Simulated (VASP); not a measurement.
# GaSb (Immm) in VASP: a series of runs

The runs below take GaSb through single point, with LDA.

Program: VASP 6.6.1. These are calculated values, not measurements. Logs are shortened: lines on timing, memory, paths and dates and some standing lists are left out, and cuts for length are marked.

**1. The cell of the first run**

Symmetry: Immm, No. 71, orthorhombic system. Conventional cell: a = 3.260 Å, b = 5.183 Å, c = 5.801 Å, α = 90.00°, β = 90.00°, γ = 90.00°. Within 3.8 Å of Ga (site symmetry mmm) lie 6 Sb at 2.90 to 3.06 Å and 2 Ga at 3.26 Å. Sb (site symmetry mmm) has 6 Ga at 2.90 to 3.06 Å and 2 Sb at 3.26 Å within 3.8 Å.

**2. Single point, LDA (24.51 Å³/atom)**

INCAR

```
PREC = Accurate
ENCUT = 520
EDIFF = 1E-6
ISMEAR = 0
SIGMA = 0.15
LREAL = F
LASPH = T
NELM = 60
ALGO = Fast
ISIF = 2
LWAVE = F
LCHARG = F
GGA = CA
NBANDS = 16
```

KPOINTS

```
regular mesh
0
Gamma
  18 18 18
```

POSCAR

```
GaSb
1.0
   -1.6300581863      2.5916202374      2.9004672341
    1.6300581863     -2.5916202374      2.9004672341
    1.6300581863      2.5916202374     -2.9004672341
Ga Sb
1 1
Direct
    0.0000000000      0.0000000000      0.0000000000
    0.5000000000      0.5000000000      0.0000000000
```

Potentials or basis: VASP PAW LDA potentials, release 64 (Ga_d, Sb).

On the command line:

```sh
cat potpaw_LDA.64/Ga_d/POTCAR potpaw_LDA.64/Sb/POTCAR > POTCAR
mpirun -np 1 vasp_std > vasp.out
```

OUTCAR:

```text
PREC = Accurate
   ENCUT = 520
   EDIFF = 1E-6
   ISMEAR = 0
   LREAL = F
   LASPH = T
   NELM = 60
   ISIF = 2
   GGA = CA

 ion  position               nearest neighbor table
   1  0.000  0.000  0.000-   2 2.90   2 2.90   2 3.06   2 3.06   2 3.06   2 3.06
   2  0.500  0.500  0.000-   1 2.90   1 2.90   1 3.06   1 3.06   1 3.06   1 3.06

  LATTYP: Found a body centered orthorhombic cell.
 ALAT       =     3.2601163726
 B/A-ratio  =     1.5898943112
 C/A-ratio  =     1.7793642328

  Lattice vectors:

 A1 = (  -1.6300581863,   2.5916202374,   2.9004672341)
 A2 = (   1.6300581863,  -2.5916202374,   2.9004672341)
 A3 = (   1.6300581863,   2.5916202374,  -2.9004672341)

Analysis of symmetry for initial positions (statically):
=====================================================================
 Subroutine PRICEL returns:
 Original cell was already a primitive cell.

 Routine SETGRP: Setting up the symmetry group for a
 body centered orthorhombic supercell.

 Subroutine GETGRP returns: Found  8 space group operations
 (whereof  8 operations were pure point group operations)
 out of a pool of  8 trial point group operations.

The static configuration has the point symmetry D_2h.

Analysis of symmetry for dynamics (positions and initial velocities):
=====================================================================
 Subroutine PRICEL returns:
 Original cell was already a primitive cell.

 Routine SETGRP: Setting up the symmetry group for a
 body centered orthorhombic supercell.

 Subroutine GETGRP returns: Found  8 space group operations
 (whereof  8 operations were pure point group operations)
 out of a pool of  8 trial point group operations.

The dynamic configuration has the point symmetry D_2h.

 Subroutine INISYM returns: Found  8 space group operations
 (whereof  8 operations are pure point group operations),
 and found     1 'primitive' translations

----------------------------------------------------------------------------------------

                                     Primitive cell

  volume of cell :      49.0120

  direct lattice vectors                    reciprocal lattice vectors
    -1.630058186  2.591620237  2.900467234     0.000000000  0.192929501  0.172386019
     1.630058186 -2.591620237  2.900467234     0.306737517  0.000000000  0.172386019
     1.630058186  2.591620237 -2.900467234     0.306737517  0.192929501  0.000000000

  length of vectors
     4.217380149  4.217380149  4.217380149     0.258725206  0.351859125  0.362366798

  position of ions in fractional coordinates (direct lattice)
     0.000000000  0.000000000  0.000000000
     0.500000000  0.500000000  0.000000000

  ion indices of the primitive-cell ions
   primitive index   ion index
                 1           1
                 2           2

----------------------------------------------------------------------------------------

 KPOINTS: regular mesh

Automatic generation of k-mesh.
 Grid dimensions read from file:
 generate k-points for:   18   18   18

 Generating k-lattice:

  Cartesian coordinates                     Fractional coordinates (reciprocal lattice)
     0.000000000  0.010718306  0.009577001     0.055555556  0.000000000  0.000000000
     0.017040973  0.000000000  0.009577001     0.000000000  0.055555556 -0.000000000
     0.017040973  0.010718306  0.000000000     0.000000000 -0.000000000  0.055555556

  Length of vectors
     0.014373623  0.019547729  0.020131489

  Shift w.r.t. Gamma in fractional coordinates (k-lattice)
     0.000000000  0.000000000  0.000000000

 Subroutine IBZKPT returns following result:
 ===========================================

 Found    865 irreducible k-points:

 Following reciprocal coordinates:
            Coordinates               Weight
  0.000000  0.000000  0.000000      1.000000
  0.055556 -0.000000  0.000000      4.000000
  0.111111 -0.000000  0.000000      4.000000
  0.166667 -0.000000  0.000000      4.000000
  0.222222 -0.000000  0.000000      4.000000
  0.277778 -0.000000  0.000000      4.000000
[... 16 lines left out ...]
 -0.333333  0.055556 -0.000000      8.000000
 -0.277778  0.055556 -0.000000      8.000000
 [... further k-points ...]
   k-points           NKPTS =    865   k-points in BZ     NKDIM =    865   number of bands    NBANDS=     16
   number of dos      NEDOS =    301   number of ions     NIONS =      2
   total plane-waves  NPLWV =  32768
   dimension x,y,z NGX =    32 NGY =   32 NGZ =   32
   dimension x,y,z NGXF=    64 NGYF=   64 NGZF=   64
   ions per type =               1   1
   NGX,Y,Z   is equivalent  to a cutoff of  12.61, 12.61, 12.61 a.u.
   NGXF,Y,Z  is equivalent  to a cutoff of  25.23, 25.23, 25.23 a.u.
 SYSTEM =  unknown system
   PREC   = accura    normal or accurate (medium, high low for compatibility)
   ISTART =      0    job   : 0-new  1-cont  2-samecut
   ICHARG =      2    charge: 1-file 2-atom 10-const
   ISPIN  =      1    spin polarized calculation?
   LNONCOLLINEAR =      F non collinear calculations
   LSORBIT =      F    spin-orbit coupling
   LASPH  =      T    aspherical Exc in radial PAW
   ENCUT  =  520.0 eV  38.22 Ry    6.18 a.u.   7.84  7.84  7.84*2*pi/ulx,y,z
   NELM   =     60;   NELMIN=  2; NELMDL= -5     # of ELM steps
   EDIFF  = 0.1E-05   stopping-criterion for ELM
   LREAL  =      F    real-space projection
   EDIFFG = 0.1E-04   stopping-criterion for IOM
   NSW    =      0    number of steps for IOM
   IBRION =     -1    ionic relax: 0-MD 1-quasi-New 2-CG
   NFREE  =      0    steps in history (QN), initial steepest desc. (CG)
   ISIF   =      2    stress and relaxation
   ISYM   =      2    0-nonsym 1-usesym 2-fastsym
   POTIM  = 0.5000    time-step for ionic-motion
   TEBEG  =    0.0;   TEEND  =   0.0 temperature during run
   PSTRESS=    0.0 pullay stress
   NELECT =      18.0000    total number of electrons
   NUPDOWN=      -1.0000    fix difference up-down
   EMIN   =  10.00;   EMAX   =-10.00  energy-range for DOS
   EFERMI =   0.00;   METHOD = LEGACY
   ISMEAR =     0;   SIGMA  =   0.15  broadening in eV -4-tet -1-fermi 0-gaus
   EFERMI_NEDOS =   21; number of points for ismear=-14 and -15
   IALGO  =     68    algorithm
   IMIX   =      4    mixing-type and parameters
     AMIX     =   0.40;   BMIX     =  1.00
     AMIX_MAG =   1.60;   BMIX_MAG =  1.00
  volume/ion in A,a.u.               =      24.51       165.37
  Fermi-wavevector in a.u.,A,eV,Ry     =   1.172370  2.215459 18.700561  1.374452
  Thomas-Fermi vector in A             =   2.308800
   LORBIT       =      0    0 simple, 1 ext, 2 COOP (PROOUT), +10 PAW based schemes
   GGA     = CA    functional components
   LHFCALC =     F    Hartree Fock is set to
   AEXX    =    0.0000 exact exchange contribution
   IVDW    =     0    specifies the selected vdW correction
   LEPSILON=     F    determine dielectric tensor
   LRPA    =     F    only Hartree local field effects (RPA)
 non-spin polarized calculation
 RMM-DIIS sequential band-by-band and
 Gauss-broadening in eV      SIGMA  =   0.15
  energy-cutoff  :      520.00
  volume of cell :       49.01
 maximum number of plane-waves:      1342
   NGX = 15   NGY = 15   NGZ = 15

 number of electron      18.0000005 magnetization

 Free energy of the ion-electron system (eV)
  ---------------------------------------------------
  ext. energy  EPLUGINS =         0.00000000
  ---------------------------------------------------
  free energy    TOTEN  =        -8.29803709 eV

  energy without entropy =       -8.28829006  energy(sigma->0) =       -8.29316358

 E-fermi :   6.1561     XC(G=0): -10.3894

 val. band max:        6.1559293488   @ k =   0.4444   0.0556   0.0000
 cond. band min:       6.1565390497   @ k =  -0.4444   0.2222   0.1111
 fundamental gap:      0.0006097009
 Fermi energy:         6.1560578373

 k-point     1 :       0.0000    0.0000    0.0000
  band No.  band energies     occupation
      1      -8.7922      2.00000
      2      -8.7212      2.00000
      3      -8.7200      2.00000
      4      -8.7177      2.00000
      5      -8.6885      2.00000
      6      -5.6212      2.00000
[... 8 lines left out ...]
     15      15.0669      0.00000
     16      15.6815      0.00000

 k-point     2 :       0.0556   -0.0000    0.0000
  band No.  band energies     occupation
      1      -8.7921      2.00000
      2      -8.7217      2.00000
      3      -8.7200      2.00000
      4      -8.7173      2.00000
      5      -8.6884      2.00000
      6      -5.5938      2.00000
[... 8 lines left out ...]
     15      15.1621      0.00000
     16      15.7843      0.00000

 k-point     3 :       0.1111   -0.0000    0.0000
  band No.  band energies     occupation
      1      -8.7917      2.00000
      2      -8.7233      2.00000
      3      -8.7200      2.00000
      4      -8.7163      2.00000
      5      -8.6881      2.00000
      6      -5.5119      2.00000
[... 8 lines left out ...]
     15      15.0787      0.00000
     16      16.3171      0.00000

 k-point     4 :       0.1667   -0.0000    0.0000
  band No.  band energies     occupation
      1      -8.7912      2.00000
      2      -8.7257      2.00000
      3      -8.7200      2.00000
      4      -8.7148      2.00000
      5      -8.6878      2.00000
      6      -5.3772      2.00000
[... 8 lines left out ...]
     15      14.8778      0.00000
     16      16.7292      0.00000

 k-point     5 :       0.2222   -0.0000    0.0000
  band No.  band energies     occupation
      1      -8.7907      2.00000
      2      -8.7287      2.00000
      3      -8.7201      2.00000
      4      -8.7129      2.00000
      5      -8.6872      2.00000
      6      -5.1927      2.00000
[... 8 lines left out ...]
     15      14.6821      0.00000
     16      16.2961      0.00000

 k-point     6 :       0.2778   -0.0000    0.0000
  band No.  band energies     occupation
      1      -8.7901      2.00000
      2      -8.7318      2.00000
      3      -8.7202      2.00000
      4      -8.7110      2.00000
      5      -8.6867      2.00000
      6      -4.9646      2.00000
[... 8 lines left out ...]
     15      14.5354      0.00000
     16      15.8695      0.00000

 k-point     7 :       0.3333   -0.0000    0.0000
  band No.  band energies     occupation
      1      -8.7897      2.00000
      2      -8.7348      2.00000
      3      -8.7203      2.00000
      4      -8.7091      2.00000
      5      -8.6861      2.00000
      6      -4.7052      2.00000
[... 8 lines left out ...]
     15      14.6439      0.00000
     16      15.5402      0.00000

 k-point     8 :       0.3889   -0.0000    0.0000
  band No.  band energies     occupation
      1      -8.7894      2.00000
      2      -8.7371      2.00000
      3      -8.7204      2.00000
      4      -8.7076      2.00000
      5      -8.6856      2.00000
      6      -4.4398      2.00000
[... 8 lines left out ...]
     15      15.2301      0.00000
     16      15.7684      0.00000

 k-point     9 :       0.4444   -0.0000    0.0000
  band No.  band energies     occupation
      1      -8.7893      2.00000
      2      -8.7387      2.00000
      3      -8.7205      2.00000
      4      -8.7067      2.00000
      5      -8.6853      2.00000
      6      -4.2202      2.00000
[... 8 lines left out ...]
     15      15.1127      0.00000
     16      17.0119      0.00000
[... 172 lines left out ...]
 k-point    19 :       0.4444    0.0556    0.0000
  band No.  band energies     occupation
      1      -8.7859      2.00000
      2      -8.7392      2.00000
      3      -8.7224      2.00000
      4      -8.7060      2.00000
      5      -8.6866      2.00000
      6      -4.1112      2.00000
[... 8 lines left out ...]
     15      15.7475      0.00000
     16      17.5864      0.00000

 k-point    20 :       0.5000    0.0556    0.0000
  band No.  band energies     occupation
      1      -8.7860      2.00000
      2      -8.7391      2.00000
      3      -8.7224      2.00000
      4      -8.7061      2.00000
      5      -8.6866      2.00000
      6      -4.0998      2.00000
[... 8 lines left out ...]
     15      15.6880      0.00000
     16      17.6439      0.00000

 k-point    21 :      -0.4444    0.0556   -0.0000
  band No.  band energies     occupation
      1      -8.7861      2.00000
      2      -8.7379      2.00000
      3      -8.7224      2.00000
      4      -8.7067      2.00000
      5      -8.6868      2.00000
      6      -4.2576      2.00000
[... 8 lines left out ...]
     15      15.6624      0.00000
     16      16.4581      0.00000

 k-point    22 :      -0.3889    0.0556   -0.0000
  band No.  band energies     occupation
      1      -8.7864      2.00000
      2      -8.7359      2.00000
      3      -8.7223      2.00000
      4      -8.7080      2.00000
      5      -8.6871      2.00000
      6      -4.5057      2.00000
[... 8 lines left out ...]
     15      15.1846      0.00000
     16      15.9110      0.00000

 k-point    23 :      -0.3333    0.0556   -0.0000
  band No.  band energies     occupation
      1      -8.7868      2.00000
      2      -8.7332      2.00000
      3      -8.7222      2.00000
      4      -8.7097      2.00000
      5      -8.6876      2.00000
      6      -4.7726      2.00000
[... 8 lines left out ...]
     15      15.0028      0.00000
     16      16.0284      0.00000

 k-point    24 :      -0.2778    0.0556   -0.0000
  band No.  band energies     occupation
      1      -8.7873      2.00000
      2      -8.7302      2.00000
      3      -8.7220      2.00000
      4      -8.7116      2.00000
      5      -8.6882      2.00000
      6      -5.0203      2.00000
[... 8 lines left out ...]
     15      15.1345      0.00000
     16      16.2275      0.00000

 [... further k-points ...]

------------------------ aborting loop because EDIFF is reached ----------------------------------------

  FORCE on cell =-STRESS in cart. coord.  units (eV):
  Direction    XX          YY          ZZ          XY          YZ          ZX
  --------------------------------------------------------------------------------------
  -------------------------------------------------------------------------------------
  Total       -1.5352174     -1.5579872     -1.6429208      0.0000000      0.0000000      0.0000000
  in kB      -50.1854758    -50.9298091    -53.7062449      0.0000000      0.0000000      0.0000000
  external PRESSURE =     -51.6071766 kB  Pullay stress =       0.0000000 kB

 VOLUME and BASIS-vectors are now :
 -----------------------------------------------------------------------------
  energy-cutoff  :      520.00
  volume of cell :       49.01
      direct lattice vectors                 reciprocal lattice vectors
    -1.630058186  2.591620237  2.900467234     0.000000000  0.192929501  0.172386019
     1.630058186 -2.591620237  2.900467234     0.306737517  0.000000000  0.172386019
     1.630058186  2.591620237 -2.900467234     0.306737517  0.192929501  0.000000000

 POSITION                                       TOTAL-FORCE (eV/Angst)
 -----------------------------------------------------------------------------------
      0.00000      0.00000      0.00000        -0.000000     -0.000000     -0.000000
      0.00000      0.00000      2.90047         0.000000      0.000000      0.000000
 -----------------------------------------------------------------------------------
    total drift:                                0.000000      0.000000     -0.000000

  FREE ENERGIE OF THE ION-ELECTRON SYSTEM (eV)
  ---------------------------------------------------
  free  energy   TOTEN  =        -8.2980370874 eV

  energy  without entropy=       -8.2882900638  energy(sigma->0) =       -8.29316358
```

Run time: 9.5 min. Hardware: 1 thread of Oxide Virtual Turin-like, shared host; peak memory 0.71 GiB.

What came out:

```yaml
Free_energy: -8.2980 eV
Pressure: -5.2 GPa
Band_gap_on_the_k_mesh: zero (bands 9 and 10 overlap by 5.13 eV)
```

Stress tensor (GPa, compression positive):
```
-5.02  0.00  0.00
 0.00 -5.09  0.00
 0.00  0.00 -5.37
```

Caveat: the cell stands under tension; spin-orbit coupling is left out, which moves the levels of the heavy elements.

**3. Single point, LDA (23.32 Å³/atom)**

This run uses another cell than the first one, of 23.32 Å³/atom.

INCAR

```
SYSTEM = GaSb
PREC = Accurate ; ENCUT = 520
EDIFF = 1E-6 ; ISMEAR = 0
SIGMA = 0.15 ; LREAL = .FALSE.
LASPH = .TRUE. ; NELM = 80
ALGO = Fast ; ISIF = 2
LWAVE = .FALSE. ; LCHARG = .FALSE.
NBANDS = 16
```

KPOINTS

```
Automatic mesh
0
G
  18 18 18
  0 0 0
```

POSCAR

```
GaSb
1.0
   -1.5200363799      2.6183068183      2.9303340921
    1.5200363799     -2.6183068183      2.9303340921
    1.5200363799      2.6183068183     -2.9303340921
Ga Sb
1 1
Direct
    0.0000000000      0.0000000000      0.0000000000
    0.5000000000      0.5000000000      0.0000000000
```

Potentials or basis: VASP PAW LDA potentials, release 64 (Ga_d, Sb).

On the command line:

```sh
cat potpaw_LDA.64/Ga_d/POTCAR potpaw_LDA.64/Sb/POTCAR > POTCAR
mpirun -np 1 vasp_std > vasp.out
```

It took 19 min on 1 thread of Oxide Virtual Turin-like, shared host; peak memory 0.68 GiB.

The run converged. Its results:

| Property | Result |
| --- | --- |
| Free energy | -8.3257 eV |
| Pressure | -2.6 GPa |
| Band gap on the k mesh | zero (bands 9 and 10 overlap by 5.04 eV) |

Stress tensor (GPa, compression positive):
```
 0.19  0.00  0.00
 0.00 -2.13  0.00
 0.00  0.00 -5.77
```

Levels at points of the mesh, in eV from the Fermi level:
| k point | band 7 | band 8 | band 9 | band 10 | band 11 | band 12 |
| --- | --- | --- | --- | --- | --- | --- |
| (0.00, 0.00, 0.00) | -3.38 | -2.51 | -1.61 | 3.34 | 5.43 | 5.67 |
| (0.50, 0.00, 0.00) | -8.27 | -0.47 | 1.14 | 2.13 | 2.75 | 5.22 |
| (0.00, 0.50, 0.00) | -6.16 | -1.94 | -0.43 | -0.23 | 1.10 | 2.66 |
| (0.50, 0.50, 0.00) | -5.23 | -3.13 | -2.39 | -1.58 | 3.28 | 4.16 |
| (0.50, 0.50, 0.50) | -6.03 | -5.27 | -4.97 | 3.66 | 7.48 | 9.13 |

Caveat: the stress differs along the axes, from -6 to 0 GPa; spin-orbit coupling is left out, which moves the levels of the heavy elements.

[end of part 1 of 2]
